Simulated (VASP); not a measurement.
NaSrBr3:

```
Na Sr Br
1.0
     5.92768    0.00000    0.00000
     0.00000    5.92768    0.00000
     0.00000    0.00000    5.83876
Na Sr Br
1 1 3
Direct
  0.00000 0.00000 0.00000
  0.50000 0.50000 0.50000
  0.50000 0.50000 0.00000
  0.50000 0.00000 0.50000
  0.00000 0.50000 0.50000
```

This cell differs from its parent crystal: uniaxial z strain -1.5%.

Base run:

* Program: VASP 6.6.1
* Functional: r2SCAN
* Potentials or basis: VASP PAW PBE potentials, release 64 (Na_pv, Sr_sv, Br)
* Cutoff: 520 eV
* k mesh: 4 × 4 × 4
* Occupations: gaussian, width 0.01 eV
* Spin: no spin polarisation

Its results: band gap on the k mesh 3.71 eV (least direct gap 3.97 eV); pressure 0.4 GPa.

Task: The run is repeated on the same cell with these changes: functional from r2SCAN to PBE; occupations from gaussian, width 0.01 eV to fermi-dirac, width 0.02 eV. What comes out?

Result: Band gap on the k mesh 2.97 eV (least direct gap 3.22 eV); pressure 0.7 GPa.

Caveats: the PAW data sets were made with another functional, which shifts forces and pressure a little (at least some runs).

A k mesh can miss the band edges.
